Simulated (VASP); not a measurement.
# CoPtO2 (R-3m) in VASP: further runs

CoPtO2 is run at these levels: LDA, PBEsol, PBE, RPBE; tasks: single point, relaxation of cell and atoms.

Everything below comes from runs of VASP 6.6.1. Logs are shortened: lines on timing, memory, paths and dates and some standing lists are left out, and cuts for length are marked.

**1. The cell of the first run**

Symmetry: R-3m, No. 166, trigonal system. The conventional cell has a = 2.843 Å, b = 2.843 Å, c = 17.936 Å, α = 90.00°, β = 90.00°, γ = 120.00°. Within 2.7 Å of Pt (site symmetry -3m) lie 2 O at 2.01 Å. Within 2.5 Å of Co (site symmetry -3m) lie 6 O at 1.91 Å. O (site symmetry 3m) has 3 Co at 1.91 Å and 1 Pt at 2.01 Å and 3 O at 2.55 Å within 2.6 Å.

**2. Single point, LDA, collinear spin, ferromagnetic start (10.46 Å³/atom)**

File INCAR:

```
  ALGO = Normal
  EDIFF = 1E-7
  ENCUT = 520
  ISIF = 2
  ISMEAR = -1
  ISPIN = 2
  LASPH = True
  LCHARG = False
  LMAXMIX = 4
  LORBIT = 11
  LREAL = False
  LWAVE = False
  MAGMOM = 0 2 0 0
  NBANDS = 28
  NELM = 150
  PREC = Accurate
  SIGMA = 0.05
```

File KPOINTS:

```
k-points
0
Gamma
  11 11 11
```

File POSCAR:

```
CoPtO2
1.0
    1.4216229708      0.8207744048      5.9787239584
   -1.4216229708      0.8207744048      5.9787239584
    0.0000000000     -1.6415488097      5.9787239584
Pt Co O
1 1 2
Direct
    0.0000000000      0.0000000000      0.0000000000
    0.5000000000      0.5000000000      0.5000000000
    0.1122440300      0.1122440300      0.1122440300
    0.8877559700      0.8877559700      0.8877559700
```

Potentials or basis: VASP PAW LDA potentials, release 64 (Pt, Co, O).

On the command line:

```console
$ cat potpaw_LDA.64/Pt/POTCAR potpaw_LDA.64/Co/POTCAR potpaw_LDA.64/O/POTCAR > POTCAR
$ mpirun -np 1 vasp_std > vasp.out
```

OUTCAR:

```text
EDIFF = 1E-7
   ENCUT = 520
   ISIF = 2
   ISMEAR = -1
   ISPIN = 2
   LASPH = True
   LORBIT = 11
   LREAL = False
   NELM = 150
   PREC = Accurate

 ion  position               nearest neighbor table
   1  0.000  0.000  0.000-   3 2.01   4 2.01
   2  0.500  0.500  0.500-   3 1.91   4 1.91   3 1.91   3 1.91   4 1.91   4 1.91
   3  0.112  0.112  0.112-   2 1.91   2 1.91   2 1.91   1 2.01
   4  0.888  0.888  0.888-   2 1.91   2 1.91   2 1.91   1 2.01

  LATTYP: Found a trigonal (rhomboedric) cell.
 ALAT       =     6.1999856988
 COS(alpha) =     0.8948480128

  Lattice vectors:

 A1 = (   1.4216229708,   0.8207744048,   5.9787239584)
 A2 = (  -1.4216229708,   0.8207744048,   5.9787239584)
 A3 = (   0.0000000000,  -1.6415488097,   5.9787239584)

Analysis of symmetry for initial positions (statically):
=====================================================================
 Subroutine PRICEL returns:
 Original cell was already a primitive cell.

 Routine SETGRP: Setting up the symmetry group for a
 trigonal (rhombohedral) supercell.

 Subroutine GETGRP returns: Found 12 space group operations
 (whereof 12 operations were pure point group operations)
 out of a pool of 12 trial point group operations.

The static configuration has the point symmetry D_3d.

Analysis of symmetry for dynamics (positions and initial velocities):
=====================================================================
 Subroutine PRICEL returns:
 Original cell was already a primitive cell.

 Routine SETGRP: Setting up the symmetry group for a
 trigonal (rhombohedral) supercell.

 Subroutine GETGRP returns: Found 12 space group operations
 (whereof 12 operations were pure point group operations)
 out of a pool of 12 trial point group operations.

The dynamic configuration has the point symmetry D_3d.

Analysis of structural, dynamic, and magnetic symmetry:
=====================================================================
 Subroutine PRICEL returns:
 Original cell was already a primitive cell.

 Routine SETGRP: Setting up the symmetry group for a
 trigonal (rhombohedral) supercell.

 Subroutine GETGRP returns: Found 12 space group operations
 (whereof 12 operations were pure point group operations)
 out of a pool of 12 trial point group operations.

The overall configuration has the point symmetry D_3d.

 Subroutine INISYM returns: Found 12 space group operations
 (whereof 12 operations are pure point group operations),
 and found     1 'primitive' translations

----------------------------------------------------------------------------------------

                                     Primitive cell

  volume of cell :      41.8570

  direct lattice vectors                    reciprocal lattice vectors
     1.421622971  0.820774405  5.978723958     0.351710693  0.203060263  0.055753257
    -1.421622971  0.820774405  5.978723958    -0.351710693  0.203060263  0.055753257
     0.000000000 -1.641548810  5.978723958     0.000000000 -0.406120526  0.055753257

  length of vectors
     6.199985699  6.199985699  6.199985699     0.409929637  0.409929637  0.409929637

  position of ions in fractional coordinates (direct lattice)
     0.000000000  0.000000000  0.000000000
     0.500000000  0.500000000  0.500000000
     0.112244030  0.112244030  0.112244030
     0.887755970  0.887755970  0.887755970

  ion indices of the primitive-cell ions
   primitive index   ion index
                 1           1
                 2           2
                 3           3
                 4           4

----------------------------------------------------------------------------------------

 KPOINTS: k-points

Automatic generation of k-mesh.
 Grid dimensions read from file:
 generate k-points for:   11   11   11

 Generating k-lattice:

  Cartesian coordinates                     Fractional coordinates (reciprocal lattice)
     0.031973699  0.018460024  0.005068478     0.090909091  0.000000000  0.000000000
    -0.031973699  0.018460024  0.005068478     0.000000000  0.090909091  0.000000000
     0.000000000 -0.036920048  0.005068478     0.000000000  0.000000000  0.090909091

  Length of vectors
     0.037266331  0.037266331  0.037266331

  Shift w.r.t. Gamma in fractional coordinates (k-lattice)
     0.000000000  0.000000000  0.000000000

 Subroutine IBZKPT returns following result:
 ===========================================

 Found    146 irreducible k-points:

 Following reciprocal coordinates:
            Coordinates               Weight
  0.000000  0.000000  0.000000      1.000000
  0.090909 -0.000000  0.000000      6.000000
  0.181818  0.000000 -0.000000      6.000000
  0.272727  0.000000  0.000000      6.000000
  0.363636  0.000000  0.000000      6.000000
  0.454545  0.000000 -0.000000      6.000000
[... 16 lines left out ...]
 -0.272727  0.181818  0.000000     12.000000
 -0.181818  0.181818  0.000000      6.000000
 [... further k-points ...]
   k-points           NKPTS =    146   k-points in BZ     NKDIM =    146   number of bands    NBANDS=     28
   number of dos      NEDOS =    301   number of ions     NIONS =      4
   total plane-waves  NPLWV = 110592
   dimension x,y,z NGX =    48 NGY =   48 NGZ =   48
   dimension x,y,z NGXF=    96 NGYF=   96 NGZF=   96
   ions per type =               1   1   2
   NGX,Y,Z   is equivalent  to a cutoff of  12.87, 12.87, 12.87 a.u.
   NGXF,Y,Z  is equivalent  to a cutoff of  25.74, 25.74, 25.74 a.u.
 SYSTEM =  unknown system
   PREC   = accura    normal or accurate (medium, high low for compatibility)
   ISTART =      0    job   : 0-new  1-cont  2-samecut
   ICHARG =      2    charge: 1-file 2-atom 10-const
   ISPIN  =      2    spin polarized calculation?
   LNONCOLLINEAR =      F non collinear calculations
   LSORBIT =      F    spin-orbit coupling
   LASPH  =      T    aspherical Exc in radial PAW
   ENCUT  =  520.0 eV  38.22 Ry    6.18 a.u.  11.53 11.53 11.53*2*pi/ulx,y,z
   NELM   =    150;   NELMIN=  2; NELMDL= -5     # of ELM steps
   EDIFF  = 0.1E-06   stopping-criterion for ELM
   LREAL  =      F    real-space projection
   EDIFFG = 0.1E-05   stopping-criterion for IOM
   NSW    =      0    number of steps for IOM
   IBRION =     -1    ionic relax: 0-MD 1-quasi-New 2-CG
   NFREE  =      0    steps in history (QN), initial steepest desc. (CG)
   ISIF   =      2    stress and relaxation
   ISYM   =      2    0-nonsym 1-usesym 2-fastsym
   POTIM  = 0.5000    time-step for ionic-motion
   TEBEG  =    0.0;   TEEND  =   0.0 temperature during run
   PSTRESS=    0.0 pullay stress
   NELECT =      31.0000    total number of electrons
   NUPDOWN=      -1.0000    fix difference up-down
   EMIN   =  10.00;   EMAX   =-10.00  energy-range for DOS
   EFERMI =   0.00;   METHOD = LEGACY
   ISMEAR =    -1;   SIGMA  =   0.05  broadening in eV -4-tet -1-fermi 0-gaus
   EFERMI_NEDOS =   21; number of points for ismear=-14 and -15
   IALGO  =     38    algorithm
   IMIX   =      4    mixing-type and parameters
     AMIX     =   0.40;   BMIX     =  1.00
     AMIX_MAG =   1.60;   BMIX_MAG =  1.00
  volume/ion in A,a.u.               =      10.46        70.62
  Fermi-wavevector in a.u.,A,eV,Ry     =   1.481174  2.799013 29.849499  2.193876
  Thomas-Fermi vector in A             =   2.595117
   LORBIT       =     11    0 simple, 1 ext, 2 COOP (PROOUT), +10 PAW based schemes
   GGA     = CA    functional components
   LHFCALC =     F    Hartree Fock is set to
   AEXX    =    0.0000 exact exchange contribution
   IVDW    =     0    specifies the selected vdW correction
   LEPSILON=     F    determine dielectric tensor
   LRPA    =     F    only Hartree local field effects (RPA)
 spin polarized calculation
  energy-cutoff  :      520.00
  volume of cell :       41.86
 maximum number of plane-waves:      1145
 NGX is ok and might be reduce to    48
   NGX = 23   NGY = 23   NGZ = 23

 number of electron      30.9999997 magnetization      -0.0011079

 number of electron      30.9999997 magnetization       0.0001766

 Free energy of the ion-electron system (eV)
  ---------------------------------------------------
  ext. energy  EPLUGINS =         0.00000000
  ---------------------------------------------------
  free energy    TOTEN  =       -30.79207501 eV

  energy without entropy =      -30.78580456  energy(sigma->0) =      -30.78893979

 E-fermi :   8.1498     XC(G=0): -12.9972

 val. band max:        8.1054307431   @ k =  -0.3636  -0.3636   0.0909
 cond. band min:       8.1863194707   @ k =   0.4545   0.4545  -0.0000
 fundamental gap:      0.0808887276
 Fermi energy:         8.1497568252

 spin component 1

 k-point     1 :       0.0000    0.0000    0.0000
  band No.  band energies     occupation
      1     -12.9880      1.00000
      2     -11.0862      1.00000
      3      -1.3736      1.00000
      4       1.2320      1.00000
      5       1.7428      1.00000
      6       1.7428      1.00000
[... 19 lines left out ...]
     26      26.1418      0.00000
     27      29.4100      0.00000
[... 667 lines left out ...]
      5       1.5843      1.00000
      6       2.0956      1.00000
[... 19 lines left out ...]
     26      25.5124      0.00000
     27      25.9703      0.00000

 [... further k-points ...]

 spin component 2

 k-point     1 :       0.0000    0.0000    0.0000
  band No.  band energies     occupation
      1     -12.9880      1.00000
      2     -11.0861      1.00000
      3      -1.3736      1.00000
      4       1.2322      1.00000
      5       1.7429      1.00000
      6       1.7429      1.00000
[... 19 lines left out ...]
     26      26.1419      0.00000
     27      29.4100      0.00000
[... 667 lines left out ...]
      5       1.5844      1.00000
      6       2.0956      1.00000
[... 19 lines left out ...]
     26      25.5125      0.00000
     27      25.9704      0.00000

 [... further k-points ...]

 [bands above 27 left out]

------------------------ aborting loop because EDIFF is reached ----------------------------------------

  FORCE on cell =-STRESS in cart. coord.  units (eV):
  Direction    XX          YY          ZZ          XY          YZ          ZX
  --------------------------------------------------------------------------------------
  -------------------------------------------------------------------------------------
  Total       -3.7726943     -3.7726943     -5.0121728     -0.0000000      0.0000000      0.0000000
  in kB     -144.4089838   -144.4089838   -191.8530130     -0.0000000      0.0000000      0.0000000
  external PRESSURE =    -160.2236602 kB  Pullay stress =       0.0000000 kB

 VOLUME and BASIS-vectors are now :
 -----------------------------------------------------------------------------
  energy-cutoff  :      520.00
  volume of cell :       41.86
      direct lattice vectors                 reciprocal lattice vectors
     1.421622971  0.820774405  5.978723958     0.351710693  0.203060263  0.055753257
    -1.421622971  0.820774405  5.978723958    -0.351710693  0.203060263  0.055753257
     0.000000000 -1.641548810  5.978723958     0.000000000 -0.406120526  0.055753257

 POSITION                                       TOTAL-FORCE (eV/Angst)
 -----------------------------------------------------------------------------------
      0.00000      0.00000      0.00000        -0.000000     -0.000000     -0.000000
      0.00000     -0.00000      8.96809         0.000000     -0.000000      0.000000
      0.00000     -0.00000      2.01323        -0.000000     -0.000000      0.125708
      0.00000     -0.00000     15.92294        -0.000000      0.000000     -0.125708
 -----------------------------------------------------------------------------------
    total drift:                                0.000000      0.000000     -0.000000

  FREE ENERGIE OF THE ION-ELECTRON SYSTEM (eV)
  ---------------------------------------------------
  free  energy   TOTEN  =       -30.7920750076 eV

  energy  without entropy=      -30.7858045634  energy(sigma->0) =      -30.78893979

 total charge

# of ion       s       p       d       tot
------------------------------------------
    1        0.640   0.548   7.993   9.182
    2        0.425   0.648   7.365   8.438
    3        1.544   3.418   0.000   4.962
    4        1.544   3.418   0.000   4.962
--------------------------------------------------
tot          4.154   8.032  15.358  27.544

 magnetization (x)

# of ion       s       p       d       tot
------------------------------------------
    1        0.000   0.000   0.000   0.000
    2       -0.000  -0.000  -0.000  -0.000
    3        0.000   0.000   0.000   0.000
    4        0.000   0.000   0.000   0.000
--------------------------------------------------
tot          0.000   0.000   0.000   0.000
```

Wall time 22 min (1 thread of Intel Xeon 6975P-C (Granite Rapids), shared host); peak memory 0.47 GiB.

Results:

* Free energy: -30.7921 eV
* Pressure: -16.0 GPa
* Largest force: 0.126 eV/Å
* Net moment: 0.00 μB per cell
* Valence electrons inside the program's atomic spheres: Pt 9.18; Co 8.44; O 4.96

Forces in eV/Å, atoms in the order of the input:
```
Pt   0.000  0.000  0.000
Co   0.000  0.000  0.000
O    0.000  0.000  0.126
O    0.000  0.000 -0.126
```

Levels at points of the mesh, in eV from the Fermi level:
Spin up:
```tsv
k point	band 12	band 13	band 14	band 15	band 16	band 17	band 18	band 19	band 20	band 21
(0.00, 0.00, 0.00)	-1.80	-1.80	-1.57	-1.57	-1.39	1.77	1.77	2.65	5.42	8.74
```
Spin down:
| k point | band 14 | band 15 | band 16 | band 17 | band 18 | band 19 |
| --- | --- | --- | --- | --- | --- | --- |
| (0.00, 0.00, 0.00) | -1.57 | -1.57 | -1.39 | 1.77 | 1.77 | 2.65 |

Caveat: the cell stands under tension; the moments typed at the start vanished in this run; spin-orbit coupling is left out, which moves the levels of the heavy elements; semilocal functionals often make such compounds metallic where correlation or magnetic order opens a gap, which also shifts bond lengths.

(Continued in part 2 of 3.)
